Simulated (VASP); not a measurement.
Here is a VASP 6.6.1 calculation.

Contents of INCAR:

```
ALGO     = Normal         # electronic algorithm
EDIFF    = 1E-7           # SCF threshold, eV
ENCUT    = 520            # plane-wave cutoff, eV
GGA      = PE             # functional
ISIF     = 2              # what is computed and relaxed
ISMEAR   = 0              # smearing method
LASPH    = True           # aspherical terms in the spheres
LCHARG   = False          # write CHGCAR
LREAL    = False          # projectors in reciprocal space
LWAVE    = False          # write WAVECAR
NBANDS   = 23             # bands
NELM     = 100            # most SCF steps
PREC     = Accurate       # precision mode
SIGMA    = 0.1            # smearing width, eV
```

The input KPOINTS:

```
k-points
0
Gamma
  10 10 4
```

File POSCAR:

```
Al4B3Sb
1.0
    3.0720878187      0.0000000000      0.0000000000
    0.0000000000      3.2603418017      0.0000000000
    0.0000000000      0.0000000000     11.1192443890
Al B Sb
4 3 1
Direct
    0.5000000000      0.5000000000      0.4911005685
    0.5000000000      0.0000000000      0.1524327427
    0.0000000000      0.5000000000      0.3012369083
    0.0000000000      0.0000000000      0.9312047522
    0.5000000000      0.5000000000      0.0057726382
    0.5000000000      0.0000000000      0.3498011271
    0.0000000000      0.5000000000      0.0878189701
    0.0000000000      0.0000000000      0.6806332829
```

Potentials or basis: VASP PAW PBE potentials, release 64 (Al, B, Sb).

Run with:

```console
$ cat potpaw_PBE.64/Al/POTCAR potpaw_PBE.64/B/POTCAR potpaw_PBE.64/Sb/POTCAR > POTCAR
$ mpirun -np 1 vasp_std > vasp.out
```

Q: What does it give for the pressure?

A: 0.0 GPa.

Q: What does it give for the largest force?

A: 0.021 eV/Å.

Q: Estimate the band gap on the k mesh.

A: Zero (bands 13 and 14 overlap by 3.76 eV).

Forces on the atoms (eV/Å):
```
Al   0.000  0.000  0.001
Al   0.000  0.000 -0.007
Al   0.000  0.000 -0.002
Al   0.000  0.000  0.021
B    0.000  0.000 -0.001
B    0.000  0.000 -0.007
B    0.000  0.000  0.000
Sb   0.000  0.000 -0.004
```

Caveat: spin-orbit coupling is left out, which moves the levels of the heavy elements.
